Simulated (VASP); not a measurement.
# TiSn2Te4 (Cmmm) in VASP: notebook

The runs below take TiSn2Te4 through single point, relaxation of cell and atoms, with PBE.

Everything below comes from runs of VASP 6.6.1. Logs are shortened: lines on timing, memory, paths and dates and some standing lists are left out, and cuts for length are marked.

## (1) The cell of the first run

The structure is orthorhombic, space group Cmmm (No. 65). The conventional cell has a = 9.097 Å, b = 12.353 Å, c = 4.260 Å, α = 90.00°, β = 90.00°, γ = 90.00°. Within 3.7 Å of Ti (site symmetry mmm) lie 6 Te at 2.83 to 2.88 Å. Sn (site symmetry 2/m) has 6 Te at 3.11 to 3.13 Å within 4.1 Å. Within 3.7 Å of Te (site symmetry m2m) lie 1 Ti at 2.83 Å and 4 Sn at 3.13 Å. Te (site symmetry 2mm) has 2 Ti at 2.88 Å and 2 Sn at 3.11 Å within 3.8 Å.

## (2) Single point, PBE

Contents of INCAR:

```
SYSTEM = TiSn2Te4
ALGO = Normal
EDIFF = 1E-7
ENCUT = 520
GGA = PE
ISIF = 2
ISMEAR = 0
LASPH = .True.
LCHARG = .False.
LREAL = .False.
LWAVE = .False.
NBANDS = 41
NELM = 80
PREC = Accurate
SIGMA = 0.2
```

Contents of KPOINTS:

```
k-points
0
Gamma
  3 3 4
  0 0 0
```

Contents of POSCAR:

```
TiSn2Te4
1.0
    4.5487407655     -6.1765322465      0.0000000000
    4.5487407655      6.1765322465      0.0000000000
    0.0000000000      0.0000000000      4.2596948319
Ti Sn Te
1 2 4
Direct
    0.0000000000      0.0000000000      0.0000000000
    0.5000000000      0.0000000000      0.5000000000
    0.0000000000      0.5000000000      0.5000000000
    0.2293450544      0.7706549456      0.0000000000
    0.7706549456      0.2293450544      0.0000000000
    0.2129908200      0.2129908200      0.5000000000
    0.7870091800      0.7870091800      0.5000000000
```

Potentials or basis: VASP PAW PBE potentials, release 64 (Ti_sv, Sn_d, Te).

Command:

```
$ cat potpaw_PBE.64/Ti_sv/POTCAR potpaw_PBE.64/Sn_d/POTCAR potpaw_PBE.64/Te/POTCAR > POTCAR
$ mpirun -np 1 vasp_std > vasp.out
```

OUTCAR:

```text
SYSTEM = TiSn2Te4
   EDIFF = 1E-7
   ENCUT = 520
   GGA = PE
   ISIF = 2
   ISMEAR = 0
   LASPH = .True.
   LREAL = .False.
   NELM = 80
   PREC = Accurate

 ion  position               nearest neighbor table
   1  0.000  0.000  0.000-   4 2.83   5 2.83   6 2.88   7 2.88   6 2.88   7 2.88
   2  0.500  0.000  0.500-   6 3.11   7 3.11   4 3.13   5 3.13   4 3.13   5 3.13
   3  0.000  0.500  0.500-   6 3.11   7 3.11   4 3.13   5 3.13   4 3.13   5 3.13
   4  0.229  0.771  0.000-   1 2.83   2 3.13   3 3.13   2 3.13   3 3.13
   5  0.771  0.229  0.000-   1 2.83   2 3.13   3 3.13   2 3.13   3 3.13
   6  0.213  0.213  0.500-   1 2.88   1 2.88   3 3.11   2 3.11
   7  0.787  0.787  0.500-   1 2.88   1 2.88   3 3.11   2 3.11

  LATTYP: Found a base centered orthorhombic cell.
 ALAT       =     9.0974815310
 B/A-ratio  =     1.3578554077
 C/A-ratio  =     0.4682279175

  Lattice vectors:

 A1 = (   4.5487407655,  -6.1765322465,   0.0000000000)
 A2 = (   4.5487407655,   6.1765322465,   0.0000000000)
 A3 = (   0.0000000000,   0.0000000000,   4.2596948319)

Analysis of symmetry for initial positions (statically):
=====================================================================
 Subroutine PRICEL returns:
 Original cell was already a primitive cell.

 Routine SETGRP: Setting up the symmetry group for a
 base centered orthorhombic supercell.

 Subroutine GETGRP returns: Found  8 space group operations
 (whereof  8 operations were pure point group operations)
 out of a pool of  8 trial point group operations.

The static configuration has the point symmetry D_2h.

Analysis of symmetry for dynamics (positions and initial velocities):
=====================================================================
 Subroutine PRICEL returns:
 Original cell was already a primitive cell.

 Routine SETGRP: Setting up the symmetry group for a
 base centered orthorhombic supercell.

 Subroutine GETGRP returns: Found  8 space group operations
 (whereof  8 operations were pure point group operations)
 out of a pool of  8 trial point group operations.

The dynamic configuration has the point symmetry D_2h.

 Subroutine INISYM returns: Found  8 space group operations
 (whereof  8 operations are pure point group operations),
 and found     1 'primitive' translations

----------------------------------------------------------------------------------------

                                     Primitive cell

  volume of cell :     239.3560

  direct lattice vectors                    reciprocal lattice vectors
     4.548740765 -6.176532246  0.000000000     0.109920531 -0.080951573  0.000000000
     4.548740765  6.176532246  0.000000000     0.109920531  0.080951573  0.000000000
     0.000000000  0.000000000  4.259694832     0.000000000  0.000000000  0.234758601

  length of vectors
     7.670762227  7.670762227  4.259694832     0.136512564  0.136512564  0.234758601

  position of ions in fractional coordinates (direct lattice)
     0.000000000  0.000000000  0.000000000
     0.500000000  0.000000000  0.500000000
     0.000000000  0.500000000  0.500000000
     0.229345054  0.770654946  0.000000000
     0.770654946  0.229345054  0.000000000
     0.212990820  0.212990820  0.500000000
     0.787009180  0.787009180  0.500000000

  ion indices of the primitive-cell ions
   primitive index   ion index
                 1           1
                 2           2
                 3           3
                 4           4
                 5           5
                 6           6
                 7           7

----------------------------------------------------------------------------------------

 KPOINTS: k-points

Automatic generation of k-mesh.
 Grid dimensions read from file:
 generate k-points for:    3    3    4

 Generating k-lattice:

  Cartesian coordinates                     Fractional coordinates (reciprocal lattice)
     0.036640177 -0.026983858  0.000000000     0.333333333  0.000000000  0.000000000
     0.036640177  0.026983858  0.000000000     0.000000000  0.333333333  0.000000000
     0.000000000  0.000000000  0.058689650     0.000000000  0.000000000  0.250000000

  Length of vectors
     0.045504188  0.045504188  0.058689650

  Shift w.r.t. Gamma in fractional coordinates (k-lattice)
     0.000000000  0.000000000  0.000000000

 Subroutine IBZKPT returns following result:
 ===========================================

 Found     12 irreducible k-points:

 Following reciprocal coordinates:
            Coordinates               Weight
  0.000000  0.000000  0.000000      1.000000
  0.333333  0.000000  0.000000      4.000000
  0.333333  0.333333  0.000000      2.000000
 -0.333333  0.333333  0.000000      2.000000
  0.000000  0.000000  0.250000      2.000000
  0.333333  0.000000  0.250000      8.000000
  0.333333  0.333333  0.250000      4.000000
 -0.333333  0.333333  0.250000      4.000000
  0.000000  0.000000  0.500000      1.000000
  0.333333  0.000000  0.500000      4.000000
  0.333333  0.333333  0.500000      2.000000
 -0.333333  0.333333  0.500000      2.000000
   k-points           NKPTS =     12   k-points in BZ     NKDIM =     12   number of bands    NBANDS=     41
   number of dos      NEDOS =    301   number of ions     NIONS =      7
   total plane-waves  NPLWV = 115200
   dimension x,y,z NGX =    60 NGY =   60 NGZ =   32
   dimension x,y,z NGXF=   120 NGYF=  120 NGZF=   64
   ions per type =               1   2   4
   NGX,Y,Z   is equivalent  to a cutoff of  13.00, 13.00, 12.49 a.u.
   NGXF,Y,Z  is equivalent  to a cutoff of  26.01, 26.01, 24.98 a.u.
 SYSTEM =  TiSn2Te4
   PREC   = accura    normal or accurate (medium, high low for compatibility)
   ISTART =      0    job   : 0-new  1-cont  2-samecut
   ICHARG =      2    charge: 1-file 2-atom 10-const
   ISPIN  =      1    spin polarized calculation?
   LNONCOLLINEAR =      F non collinear calculations
   LSORBIT =      F    spin-orbit coupling
   LASPH  =      T    aspherical Exc in radial PAW
   ENCUT  =  520.0 eV  38.22 Ry    6.18 a.u.  14.26 14.26  7.92*2*pi/ulx,y,z
   NELM   =     80;   NELMIN=  2; NELMDL= -5     # of ELM steps
   EDIFF  = 0.1E-06   stopping-criterion for ELM
   LREAL  =      F    real-space projection
   EDIFFG = 0.1E-05   stopping-criterion for IOM
   NSW    =      0    number of steps for IOM
   IBRION =     -1    ionic relax: 0-MD 1-quasi-New 2-CG
   NFREE  =      0    steps in history (QN), initial steepest desc. (CG)
   ISIF   =      2    stress and relaxation
   ISYM   =      2    0-nonsym 1-usesym 2-fastsym
   POTIM  = 0.5000    time-step for ionic-motion
   TEBEG  =    0.0;   TEEND  =   0.0 temperature during run
   PSTRESS=    0.0 pullay stress
   NELECT =      64.0000    total number of electrons
   NUPDOWN=      -1.0000    fix difference up-down
   EMIN   =  10.00;   EMAX   =-10.00  energy-range for DOS
   EFERMI =   0.00;   METHOD = LEGACY
   ISMEAR =     0;   SIGMA  =   0.20  broadening in eV -4-tet -1-fermi 0-gaus
   EFERMI_NEDOS =   21; number of points for ismear=-14 and -15
   IALGO  =     38    algorithm
   IMIX   =      4    mixing-type and parameters
     AMIX     =   0.40;   BMIX     =  1.00
     AMIX_MAG =   1.60;   BMIX_MAG =  1.00
  volume/ion in A,a.u.               =      34.19       230.75
  Fermi-wavevector in a.u.,A,eV,Ry     =   1.054678  1.993053 15.134392  1.112346
  Thomas-Fermi vector in A             =   2.189848
   LORBIT       =      0    0 simple, 1 ext, 2 COOP (PROOUT), +10 PAW based schemes
   GGA     = PE    functional components
   LHFCALC =     F    Hartree Fock is set to
   AEXX    =    0.0000 exact exchange contribution
   IVDW    =     0    specifies the selected vdW correction
   LEPSILON=     F    determine dielectric tensor
   LRPA    =     F    only Hartree local field effects (RPA)
 non-spin polarized calculation
 Gauss-broadening in eV      SIGMA  =   0.20
  energy-cutoff  :      520.00
  volume of cell :      239.36
 maximum number of plane-waves:      6466
 NGX is ok and might be reduce to    60
   NGX = 29   NGY = 29   NGZ = 15

 number of electron      64.0000006 magnetization

 Free energy of the ion-electron system (eV)
  ---------------------------------------------------
  ext. energy  EPLUGINS =         0.00000000
  ---------------------------------------------------
  free energy    TOTEN  =       -30.89910008 eV

  energy without entropy =      -30.85046635  energy(sigma->0) =      -30.87478321

 E-fermi :   5.1388     XC(G=0):  -8.7453

 val. band max:        5.1070065120   @ k =   0.0000   0.0000   0.5000
 cond. band min:       5.2265617030   @ k =  -0.3333   0.3333   0.0000
 fundamental gap:      0.1195551909
 Fermi energy:         5.1387780943

 k-point     1 :       0.0000    0.0000    0.0000
  band No.  band energies     occupation
      1     -52.8288      2.00000
      2     -29.0756      2.00000
      3     -29.0539      2.00000
      4     -29.0207      2.00000
      5     -16.6554      2.00000
      6     -16.6549      2.00000
[... 33 lines left out ...]
     40       7.5037      0.00000
     41       8.5021      0.00000

 k-point     2 :       0.3333    0.0000    0.0000
  band No.  band energies     occupation
      1     -52.8288      2.00000
      2     -29.0756      2.00000
      3     -29.0539      2.00000
      4     -29.0207      2.00000
      5     -16.6551      2.00000
      6     -16.6545      2.00000
[... 33 lines left out ...]
     40       7.6420      0.00000
     41       8.5326      0.00000

 k-point     3 :       0.3333    0.3333    0.0000
  band No.  band energies     occupation
      1     -52.8288      2.00000
      2     -29.0756      2.00000
      3     -29.0538      2.00000
      4     -29.0207      2.00000
      5     -16.6549      2.00000
      6     -16.6548      2.00000
[... 347 lines left out ...]
      2     -29.0830      2.00000
      3     -29.0523      2.00000
      4     -29.0203      2.00000
      5     -16.6638      2.00000
      6     -16.6600      2.00000
[... 33 lines left out ...]
     40       7.7638      0.00000
     41       8.8464      0.00000

 k-point    12 :      -0.3333    0.3333    0.5000
  band No.  band energies     occupation
      1     -52.8285      2.00000
      2     -29.0830      2.00000
      3     -29.0523      2.00000
      4     -29.0203      2.00000
      5     -16.6657      2.00000
      6     -16.6580      2.00000
[... 33 lines left out ...]
     40       7.5177      0.00000
     41       8.8743      0.00000

------------------------ aborting loop because EDIFF is reached ----------------------------------------

  FORCE on cell =-STRESS in cart. coord.  units (eV):
  Direction    XX          YY          ZZ          XY          YZ          ZX
  --------------------------------------------------------------------------------------
  -------------------------------------------------------------------------------------
  Total       -0.0736884     -0.2266514     -0.7331485     -0.0000000      0.0000000      0.0000000
  in kB       -0.4932479     -1.5171365     -4.9074753     -0.0000000      0.0000000      0.0000000
  external PRESSURE =      -2.3059533 kB  Pullay stress =       0.0000000 kB

 VOLUME and BASIS-vectors are now :
 -----------------------------------------------------------------------------
  energy-cutoff  :      520.00
  volume of cell :      239.36
      direct lattice vectors                 reciprocal lattice vectors
     4.548740765 -6.176532246  0.000000000     0.109920531 -0.080951573  0.000000000
     4.548740765  6.176532246  0.000000000     0.109920531  0.080951573  0.000000000
     0.000000000  0.000000000  4.259694832     0.000000000  0.000000000  0.234758601

 POSITION                                       TOTAL-FORCE (eV/Angst)
 -----------------------------------------------------------------------------------
      0.00000      0.00000      0.00000         0.000000      0.000000     -0.000000
      2.27437     -3.08827      2.12985         0.000000     -0.000000     -0.000000
      2.27437      3.08827      2.12985        -0.000000      0.000000     -0.000000
      4.54874      3.34342      0.00000         0.000000      0.016800      0.000000
      4.54874     -3.34342      0.00000         0.000000     -0.016800     -0.000000
      1.93768      0.00000      2.12985        -0.024653      0.000000     -0.000000
      7.15980      0.00000      2.12985         0.024653      0.000000     -0.000000
 -----------------------------------------------------------------------------------
    total drift:                                0.000000      0.000000      0.000000

  FREE ENERGIE OF THE ION-ELECTRON SYSTEM (eV)
  ---------------------------------------------------
  free  energy   TOTEN  =       -30.8991000754 eV

  energy  without entropy=      -30.8504663460  energy(sigma->0) =      -30.87478321
```

Wall time 81 s (1 thread of Intel Xeon 6975P-C (Granite Rapids), shared host); peak memory 0.39 GiB.

What came out:

```yaml
Free_energy: -30.8991 eV
Pressure: -0.2 GPa
Largest_force: 0.025 eV/Å
```

Forces on the atoms (eV/Å):
```
Ti   0.000  0.000  0.000
Sn   0.000  0.000  0.000
Sn   0.000  0.000  0.000
Te   0.000  0.017  0.000
Te   0.000 -0.017  0.000
Te  -0.025  0.000  0.000
Te   0.025  0.000  0.000
```

Levels at points of the mesh, in eV from the Fermi level:
```tsv
k point	band 30	band 31	band 32	band 33	band 34	band 35
(0.00, 0.00, 0.00)	-0.78	-0.56	-0.45	0.11	0.62	0.98
(0.00, 0.00, 0.50)	-1.40	-0.12	-0.03	0.20	0.34	0.45
```

Caveat: the k points lie up to 0.37 Å⁻¹ apart; spin-orbit coupling is left out, which moves the levels of the heavy elements.

(Part 1 of 2 ends here.)
